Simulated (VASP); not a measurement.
# V (Im-3m) in VASP: notebook

V is run at these levels: PBE; tasks: single point.

Program: VASP 6.6.1. These are calculated values, not measurements. Logs are shortened: lines on timing, memory, paths and dates and some standing lists are left out, and cuts for length are marked.

**1. The cell of the first run**

Symmetry: Im-3m, No. 229, cubic system. The conventional cell has a = 2.977 Å, b = 2.977 Å, c = 2.977 Å, α = 90.00°, β = 90.00°, γ = 90.00°. Within 3.4 Å of V (site symmetry m-3m) lie 14 V at 2.58 to 2.98 Å.

**2. Single point, PBE, collinear spin, ferromagnetic start**

Contents of INCAR:

```
SYSTEM = V
  PREC = Accurate
  ENCUT = 520
  EDIFF = 1E-7
  ISMEAR = -1
  SIGMA = 0.05
  LREAL = .FALSE.
  LASPH = .TRUE.
  NELM = 150
  ALGO = Normal
  ISIF = 2
  LWAVE = .FALSE.
  LCHARG = .FALSE.
  ISPIN = 2
  MAGMOM = 1
  LORBIT = 11
  LMAXMIX = 4
  GGA = PE
  NBANDS = 16
```

Contents of KPOINTS:

```
Automatic mesh
0
G
  11 11 11
  0 0 0
```

Contents of POSCAR:

```
V
1.0
   -1.4886780914      1.4886780914      1.4886780914
    1.4886780914     -1.4886780914      1.4886780914
    1.4886780914      1.4886780914     -1.4886780914
V
1
Direct
    0.0000000000      0.0000000000      0.0000000000
```

Potentials or basis: VASP PAW PBE potentials, release 64 (V_sv).

Started as:

```bash
$ cat potpaw_PBE.64/V_sv/POTCAR > POTCAR
$ mpirun -np 1 vasp_std > vasp.out
```

OUTCAR:

```text
SYSTEM = V
   PREC = Accurate
   ENCUT = 520
   EDIFF = 1E-7
   ISMEAR = -1
   LREAL = .FALSE.
   LASPH = .TRUE.
   NELM = 150
   ISIF = 2
   ISPIN = 2
   LORBIT = 11
   GGA = PE

 ion  position               nearest neighbor table
   1  0.000  0.000  0.000-

  LATTYP: Found a body centered cubic cell.
 ALAT       =     2.9773561828

  Lattice vectors:

 A1 = (  -1.4886780914,   1.4886780914,   1.4886780914)
 A2 = (   1.4886780914,  -1.4886780914,   1.4886780914)
 A3 = (   1.4886780914,   1.4886780914,  -1.4886780914)

Analysis of symmetry for initial positions (statically):
=====================================================================
 Subroutine PRICEL returns:
 Original cell was already a primitive cell.

 Routine SETGRP: Setting up the symmetry group for a
 body centered cubic supercell.

 Subroutine GETGRP returns: Found 48 space group operations
 (whereof 48 operations were pure point group operations)
 out of a pool of 48 trial point group operations.

The static configuration has the point symmetry O_h .

Analysis of symmetry for dynamics (positions and initial velocities):
=====================================================================
 Subroutine PRICEL returns:
 Original cell was already a primitive cell.

 Routine SETGRP: Setting up the symmetry group for a
 body centered cubic supercell.

 Subroutine GETGRP returns: Found 48 space group operations
 (whereof 48 operations were pure point group operations)
 out of a pool of 48 trial point group operations.

The dynamic configuration has the point symmetry O_h .

Analysis of structural, dynamic, and magnetic symmetry:
=====================================================================
 Subroutine PRICEL returns:
 Original cell was already a primitive cell.

 Routine SETGRP: Setting up the symmetry group for a
 body centered cubic supercell.

 Subroutine GETGRP returns: Found 48 space group operations
 (whereof 48 operations were pure point group operations)
 out of a pool of 48 trial point group operations.

The overall configuration has the point symmetry O_h .

 Subroutine INISYM returns: Found 48 space group operations
 (whereof 48 operations are pure point group operations),
 and found     1 'primitive' translations

----------------------------------------------------------------------------------------

                                     Primitive cell

  volume of cell :      13.1966

  direct lattice vectors                    reciprocal lattice vectors
    -1.488678091  1.488678091  1.488678091     0.000000000  0.335868448  0.335868448
[... 96 lines left out ...]
   NUPDOWN=      -1.0000    fix difference up-down
   EMIN   =  10.00;   EMAX   =-10.00  energy-range for DOS
   EFERMI =   0.00;   METHOD = LEGACY
   ISMEAR =    -1;   SIGMA  =   0.05  broadening in eV -4-tet -1-fermi 0-gaus
   EFERMI_NEDOS =   21; number of points for ismear=-14 and -15
   IALGO  =     38    algorithm
   IMIX   =      4    mixing-type and parameters
     AMIX     =   0.40;   BMIX     =  1.00
     AMIX_MAG =   1.60;   BMIX_MAG =  1.00
  volume/ion in A,a.u.               =      13.20        89.06
  Fermi-wavevector in a.u.,A,eV,Ry     =   1.628928  3.078227 36.101775  2.653406
  Thomas-Fermi vector in A             =   2.721478
   LORBIT       =     11    0 simple, 1 ext, 2 COOP (PROOUT), +10 PAW based schemes
   GGA     = PE    functional components
   LHFCALC =     F    Hartree Fock is set to
   AEXX    =    0.0000 exact exchange contribution
   IVDW    =     0    specifies the selected vdW correction
   LEPSILON=     F    determine dielectric tensor
   LRPA    =     F    only Hartree local field effects (RPA)
 spin polarized calculation
  energy-cutoff  :      520.00
  volume of cell :       13.20
 maximum number of plane-waves:       370
   NGX =  9   NGY =  9   NGZ =  9

 number of electron      12.9999994 magnetization      -0.0036950

 number of electron      12.9999994 magnetization       0.0001945

 Free energy of the ion-electron system (eV)
  ---------------------------------------------------
  ext. energy  EPLUGINS =         0.00000000
  ---------------------------------------------------
  free energy    TOTEN  =        -8.99362251 eV

  energy without entropy =       -8.97867850  energy(sigma->0) =       -8.98615051

 E-fermi :   9.9497     XC(G=0): -13.0177

 val. band max:        9.9110714523   @ k =   0.2727   0.0000   0.0000
 cond. band min:       9.9792333696   @ k =   0.3636   0.1818   0.0000
 fundamental gap:      0.0681619173
 Fermi energy:         9.9496580445

 spin component 1

 k-point     1 :       0.0000    0.0000    0.0000
  band No.  band energies     occupation
      1     -53.7441      1.00000
      2     -27.0102      1.00000
      3     -27.0102      1.00000
      4     -27.0102      1.00000
      5       3.3342      1.00000
      6      10.3721      0.00021
[... 435 lines left out ...]
      5       7.8537      1.00000
      6       8.6643      1.00000
[... 8 lines left out ...]
     15      39.7443      0.00000
     16      42.5963      0.00000

 [... further k-points ...]

 spin component 2

 k-point     1 :       0.0000    0.0000    0.0000
  band No.  band energies     occupation
      1     -53.7439      1.00000
      2     -27.0100      1.00000
      3     -27.0100      1.00000
      4     -27.0100      1.00000
      5       3.3344      1.00000
      6      10.3723      0.00021
[... 435 lines left out ...]
      5       7.8539      1.00000
      6       8.6645      1.00000
[... 8 lines left out ...]
     15      39.7445      0.00000
     16      42.5964      0.00000

 [... further k-points ...]
[... 5 lines left out ...]
  --------------------------------------------------------------------------------------
  -------------------------------------------------------------------------------------
  Total        0.3476820      0.3476820      0.3476820      0.0000000      0.0000000     -0.0000000
  in kB       42.2114581     42.2114581     42.2114581      0.0000000      0.0000000     -0.0000000
  external PRESSURE =      42.2114581 kB  Pullay stress =       0.0000000 kB

 VOLUME and BASIS-vectors are now :
 -----------------------------------------------------------------------------
  energy-cutoff  :      520.00
  volume of cell :       13.20
      direct lattice vectors                 reciprocal lattice vectors
    -1.488678091  1.488678091  1.488678091     0.000000000  0.335868448  0.335868448
     1.488678091 -1.488678091  1.488678091     0.335868448  0.000000000  0.335868448
     1.488678091  1.488678091 -1.488678091     0.335868448  0.335868448  0.000000000

 POSITION                                       TOTAL-FORCE (eV/Angst)
 -----------------------------------------------------------------------------------
      0.00000      0.00000      0.00000         0.000000      0.000000      0.000000
 -----------------------------------------------------------------------------------
    total drift:                                0.000000     -0.000000      0.000000

  FREE ENERGIE OF THE ION-ELECTRON SYSTEM (eV)
  ---------------------------------------------------
  free  energy   TOTEN  =        -8.9936225071 eV

  energy  without entropy=       -8.9786785046  energy(sigma->0) =       -8.98615051

 total charge

# of ion       s       p       d       tot
------------------------------------------
    1        2.348   6.230   3.107  11.685

 magnetization (x)

# of ion       s       p       d       tot
------------------------------------------
    1        0.000   0.000   0.000   0.000
```

OSZICAR:

```text
N       E                     dE             d eps       ncg     rms          rms(c)
DAV:   1     0.927742791844E+02    0.92774E+02   -0.67547E+03  3632   0.937E+02
DAV:   2    -0.865041687007E+01   -0.10142E+03   -0.97144E+02  3928   0.271E+02
DAV:   3    -0.102005895934E+02   -0.15502E+01   -0.15482E+01  4104   0.364E+01
DAV:   4    -0.102064445366E+02   -0.58549E-02   -0.58549E-02  4232   0.236E+00
DAV:   5    -0.102064940256E+02   -0.49489E-04   -0.49489E-04  4120   0.202E-01    0.192E+01
DAV:   6    -0.900800902510E+01    0.11985E+01   -0.14492E+00  3664   0.214E+01    0.223E+00
DAV:   7    -0.899864367166E+01    0.93654E-02   -0.43384E-02  4040   0.203E+00    0.142E+00
DAV:   8    -0.899476762645E+01    0.38760E-02   -0.36319E-03  3872   0.711E-01    0.930E-01
DAV:   9    -0.899340978327E+01    0.13578E-02   -0.12529E-03  4176   0.409E-01    0.142E-01
DAV:  10    -0.899361582536E+01   -0.20604E-03   -0.27188E-04  3976   0.173E-01    0.286E-02
DAV:  11    -0.899361980203E+01   -0.39767E-05   -0.18606E-05  4056   0.459E-02    0.154E-02
DAV:  12    -0.899362251811E+01   -0.27161E-05   -0.50468E-06  3832   0.226E-02    0.331E-03
DAV:  13    -0.899362250708E+01    0.11031E-07   -0.71941E-08  3352   0.245E-03
   1 F= -.89936225E+01 E0= -.89861505E+01  d E =-.149440E-01  mag=     0.0001
```

Run time: 39 s. Hardware: 1 thread of Intel Xeon 8259CL, shared host; peak memory 0.14 GiB.

What came out:

* Free energy: -8.9936 eV
* Pressure: 4.2 GPa
* Net moment: 0.00 μB per cell
* Valence electrons inside the program's atomic spheres: V 11.69

Caveat: the cell stands under pressure.

(Continued in part 2 of 2.)
